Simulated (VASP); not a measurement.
# Al3GaN4 (Pm) in VASP: a series of runs, part 2 of 2

VASP 6.6.1.

## 3. Single point, PBEsol (strain +0.080 along x and y, +0.080 along z)

File INCAR:

```
SYSTEM = Al3GaN4
ALGO = Normal
EDIFF = 1E-6
ENCUT = 520
GGA = PS
ISIF = 2
ISMEAR = 0
LASPH = .True.
LCHARG = .False.
LREAL = .False.
LWAVE = .False.
NBANDS = 31
NELM = 80
PREC = Accurate
SIGMA = 0.05
```

File KPOINTS:

```
k-points
0
Gamma
  6 8 4
  0 0 0
```

File POSCAR:

```
Al3GaN4
1.0
    5.4468806090      0.0000000000      0.0001241900
    0.0000000000      3.3804798092      0.0000000000
   -0.0034951575      0.0000000000      5.8514313032
Al Ga N
3 1 4
Direct
    0.5002300423      0.5000000000      0.1673295664
    0.0009207036      0.5000000000      0.8348055932
    0.0010880650      0.0000000000      0.3316926342
    0.4994217138      0.0000000000      0.6662009016
    0.1111724737      0.0000000000      0.6663292503
    0.1224543238      0.5000000000      0.1671578647
    0.6251234799      0.5000000000      0.8401923551
    0.6231881979      0.0000000000      0.3262928345
```

Potentials or basis: VASP PAW PBE potentials, release 64 (Al, Ga_d, N).

Launch:

```console
> cat potpaw_PBE.64/Al/POTCAR potpaw_PBE.64/Ga_d/POTCAR potpaw_PBE.64/N/POTCAR > POTCAR
> mpirun -np 1 vasp_std > vasp.out
```

OUTCAR:

```text
SYSTEM = Al3GaN4
   EDIFF = 1E-6
   ENCUT = 520
   GGA = PS
   ISIF = 2
   ISMEAR = 0
   LASPH = .True.
   LREAL = .False.
   NELM = 80
   PREC = Accurate

 ion  position               nearest neighbor table
   1  0.500  0.500  0.167-   7 2.03   8 2.04   8 2.04   6 2.06   2 3.34   3 3.34   3 3.34   3 3.35
                             3 3.35   2 3.35
   2  0.001  0.500  0.835-   5 2.05   5 2.05   7 2.05   6 2.05   1 3.34   1 3.35   3 3.36   3 3.36

   3  0.001  0.000  0.332-   5 2.05   6 2.05   6 2.05   8 2.06   1 3.34   1 3.34   1 3.35   1 3.35
                             2 3.36   2 3.36
   4  0.499  0.000  0.666-   7 2.09   7 2.09   8 2.10   5 2.11
   5  0.111  0.000  0.666-   2 2.05   2 2.05   3 2.05   4 2.11
   6  0.122  0.500  0.167-   2 2.05   3 2.05   3 2.05   1 2.06
   7  0.625  0.500  0.840-   1 2.03   2 2.05   4 2.09   4 2.09
   8  0.623  0.000  0.326-   1 2.04   1 2.04   3 2.06   4 2.10

  LATTYP: Found a simple monoclinic cell.
 ALAT       =     5.4468806104
 B/A-ratio  =     0.6206267497
 C/A-ratio  =     1.0742721873
 COS(beta)  =    -0.0005745164

  Lattice vectors:

 A1 = (   5.4468806090,   0.0000000000,   0.0001241900)
 A2 = (   0.0000000000,   3.3804798092,   0.0000000000)
 A3 = (  -0.0034951575,   0.0000000000,   5.8514313032)

Analysis of symmetry for initial positions (statically):
=====================================================================
 Subroutine PRICEL returns:
 Original cell was already a primitive cell.

 Routine SETGRP: Setting up the symmetry group for a
 simple monoclinic supercell.

 Subroutine GETGRP returns: Found  2 space group operations
 (whereof  2 operations were pure point group operations)
 out of a pool of  4 trial point group operations.

The static configuration has the point symmetry C_1h.

Analysis of symmetry for dynamics (positions and initial velocities):
=====================================================================
 Subroutine PRICEL returns:
 Original cell was already a primitive cell.

 Routine SETGRP: Setting up the symmetry group for a
 simple monoclinic supercell.

 Subroutine GETGRP returns: Found  2 space group operations
 (whereof  2 operations were pure point group operations)
 out of a pool of  4 trial point group operations.

The dynamic configuration has the point symmetry C_1h.

 Subroutine INISYM returns: Found  2 space group operations
 (whereof  2 operations are pure point group operations),
 and found     1 'primitive' translations

----------------------------------------------------------------------------------------

                                     Primitive cell

  volume of cell :     107.7428

  direct lattice vectors                    reciprocal lattice vectors
     5.446880609  0.000000000  0.000124190     0.183591317  0.000000000  0.000109662
     0.000000000  3.380479809  0.000000000     0.000000000  0.295815995  0.000000000
    -0.003495158  0.000000000  5.851431303    -0.000003897  0.000000000  0.170898355

  length of vectors
     5.446880610  3.380479809  5.851432347     0.183591350  0.295815995  0.170898355

  position of ions in fractional coordinates (direct lattice)
     0.500230042  0.500000000  0.167329566
     0.000920704  0.500000000  0.834805593
     0.001088065  0.000000000  0.331692634
     0.499421714  0.000000000  0.666200902
     0.111172474  0.000000000  0.666329250
[... 44 lines left out ...]
  0.166667  0.000000  0.000000      2.000000
  0.333333  0.000000  0.000000      2.000000
  0.500000  0.000000 -0.000000      1.000000
  0.000000  0.125000  0.000000      2.000000
  0.166667  0.125000  0.000000      4.000000
[... 16 lines left out ...]
  0.333333  0.000000  0.250000      2.000000
  0.500000  0.000000  0.250000      2.000000
 [... further k-points ...]
   k-points           NKPTS =     70   k-points in BZ     NKDIM =     70   number of bands    NBANDS=     31
   number of dos      NEDOS =    301   number of ions     NIONS =      8
   total plane-waves  NPLWV =  56448
   dimension x,y,z NGX =    42 NGY =   28 NGZ =   48
   dimension x,y,z NGXF=    84 NGYF=   56 NGZF=   96
   ions per type =               3   1   4
   NGX,Y,Z   is equivalent  to a cutoff of  12.82, 13.77, 13.64 a.u.
   NGXF,Y,Z  is equivalent  to a cutoff of  25.64, 27.54, 27.27 a.u.
 SYSTEM =  Al3GaN4
   PREC   = accura    normal or accurate (medium, high low for compatibility)
   ISTART =      0    job   : 0-new  1-cont  2-samecut
   ICHARG =      2    charge: 1-file 2-atom 10-const
   ISPIN  =      1    spin polarized calculation?
   LNONCOLLINEAR =      F non collinear calculations
   LSORBIT =      F    spin-orbit coupling
   LASPH  =      T    aspherical Exc in radial PAW
   ENCUT  =  520.0 eV  38.22 Ry    6.18 a.u.  10.13  6.29 10.88*2*pi/ulx,y,z
   NELM   =     80;   NELMIN=  2; NELMDL= -5     # of ELM steps
   EDIFF  = 0.1E-05   stopping-criterion for ELM
   LREAL  =      F    real-space projection
   EDIFFG = 0.1E-04   stopping-criterion for IOM
   NSW    =      0    number of steps for IOM
   IBRION =     -1    ionic relax: 0-MD 1-quasi-New 2-CG
   NFREE  =      0    steps in history (QN), initial steepest desc. (CG)
   ISIF   =      2    stress and relaxation
   ISYM   =      2    0-nonsym 1-usesym 2-fastsym
   POTIM  = 0.5000    time-step for ionic-motion
   TEBEG  =    0.0;   TEEND  =   0.0 temperature during run
   PSTRESS=    0.0 pullay stress
   NELECT =      42.0000    total number of electrons
   NUPDOWN=      -1.0000    fix difference up-down
   EMIN   =  10.00;   EMAX   =-10.00  energy-range for DOS
   EFERMI =   0.00;   METHOD = LEGACY
   ISMEAR =     0;   SIGMA  =   0.05  broadening in eV -4-tet -1-fermi 0-gaus
   EFERMI_NEDOS =   21; number of points for ismear=-14 and -15
   IALGO  =     38    algorithm
   IMIX   =      4    mixing-type and parameters
     AMIX     =   0.40;   BMIX     =  1.00
     AMIX_MAG =   1.60;   BMIX_MAG =  1.00
  volume/ion in A,a.u.               =      13.47        90.89
  Fermi-wavevector in a.u.,A,eV,Ry     =   1.195901  2.259925 19.458763  1.430179
  Thomas-Fermi vector in A             =   2.331855
   LORBIT       =      0    0 simple, 1 ext, 2 COOP (PROOUT), +10 PAW based schemes
   GGA     = PS    functional components
   LHFCALC =     F    Hartree Fock is set to
   AEXX    =    0.0000 exact exchange contribution
   IVDW    =     0    specifies the selected vdW correction
   LEPSILON=     F    determine dielectric tensor
   LRPA    =     F    only Hartree local field effects (RPA)
 non-spin polarized calculation
 Gauss-broadening in eV      SIGMA  =   0.05
  energy-cutoff  :      520.00
  volume of cell :      107.74
 maximum number of plane-waves:      2928
 NGX is ok and might be reduce to    42
   NGX = 21   NGY = 13   NGZ = 21

 number of electron      41.9999997 magnetization

 Free energy of the ion-electron system (eV)
  ---------------------------------------------------
  ext. energy  EPLUGINS =         0.00000000
  ---------------------------------------------------
  free energy    TOTEN  =       -57.65568817 eV

  energy without entropy =      -57.65568817  energy(sigma->0) =      -57.65568817

 E-fermi :   3.9698     XC(G=0): -10.2947

 val. band max:        3.7195112668   @ k =   0.0000   0.0000   0.0000
 cond. band min:       5.4709754804   @ k =   0.0000   0.0000   0.0000
 fundamental gap:      1.7514642135
 Fermi energy:         3.9698139841

 k-point     1 :       0.0000    0.0000    0.0000
  band No.  band energies     occupation
      1     -10.2349      2.00000
      2      -9.7808      2.00000
      3      -9.7121      2.00000
      4      -9.3100      2.00000
      5      -9.2640      2.00000
      6      -9.2304      2.00000
[... 805 lines left out ...]
     30      12.6623      0.00000
     31      13.0510      0.00000

 [... further k-points ...]
[... 5 lines left out ...]
  --------------------------------------------------------------------------------------
  -------------------------------------------------------------------------------------
  Total      -18.7027687    -19.5679134    -19.4975483      0.0000000      0.0000000      0.0010775
  in kB     -278.1174038   -290.9824399   -289.9360840      0.0000000      0.0000000      0.0160231
  external PRESSURE =    -286.3453092 kB  Pullay stress =       0.0000000 kB

 VOLUME and BASIS-vectors are now :
 -----------------------------------------------------------------------------
  energy-cutoff  :      520.00
  volume of cell :      107.74
      direct lattice vectors                 reciprocal lattice vectors
     5.446880609  0.000000000  0.000124190     0.183591317  0.000000000  0.000109662
     0.000000000  3.380479809  0.000000000     0.000000000  0.295815995  0.000000000
    -0.003495158  0.000000000  5.851431303    -0.000003897  0.000000000  0.170898355

 POSITION                                       TOTAL-FORCE (eV/Angst)
 -----------------------------------------------------------------------------------
      2.72411      1.69024      0.97918         0.008247      0.000000     -0.055118
      0.00210      1.69024      4.88481        -0.107028      0.000000     -0.038704
      0.00477      0.00000      1.94088        -0.063914      0.000000      0.045234
      2.71796      0.00000      3.89829         0.036397      0.000000      0.062073
      0.60321      0.00000      3.89899         0.019615      0.000000      0.012243
      0.66641      1.69024      0.97813         0.026532      0.000000     -0.019398
      3.40204      1.69024      4.91641         0.050406      0.000000      0.059387
      3.39329      0.00000      1.90936         0.029745      0.000000     -0.065718
 -----------------------------------------------------------------------------------
    total drift:                               -0.000906      0.000000     -0.000110

  FREE ENERGIE OF THE ION-ELECTRON SYSTEM (eV)
  ---------------------------------------------------
  free  energy   TOTEN  =       -57.6556881682 eV

  energy  without entropy=      -57.6556881682  energy(sigma->0) =      -57.65568817
```

Run time: 2 min. Hardware: 1 thread of Intel Xeon Platinum 8559C (Emerald Rapids), shared host; peak memory 0.35 GiB.

Results:

- Free energy: -57.6557 eV
- Pressure: -28.6 GPa
- Largest force: 0.114 eV/Å
- Band gap on the k mesh: 1.75 eV, direct

Forces in eV/Å, atoms in the order of the input:
```
Al   0.008  0.000 -0.055
Al  -0.107  0.000 -0.039
Al  -0.064  0.000  0.045
Ga   0.036  0.000  0.062
N    0.020  0.000  0.012
N    0.027  0.000 -0.019
N    0.050  0.000  0.059
N    0.030  0.000 -0.066
```

Stress tensor (GPa, compression positive):
```
-27.81   0.00   0.00
  0.00 -29.10   0.00
  0.00   0.00 -28.99
```

Caveat: the cell differs from its parent crystal (strain +0.080 along x and y, +0.080 along z); the PAW data sets were made with another functional, which shifts forces and pressure a little.
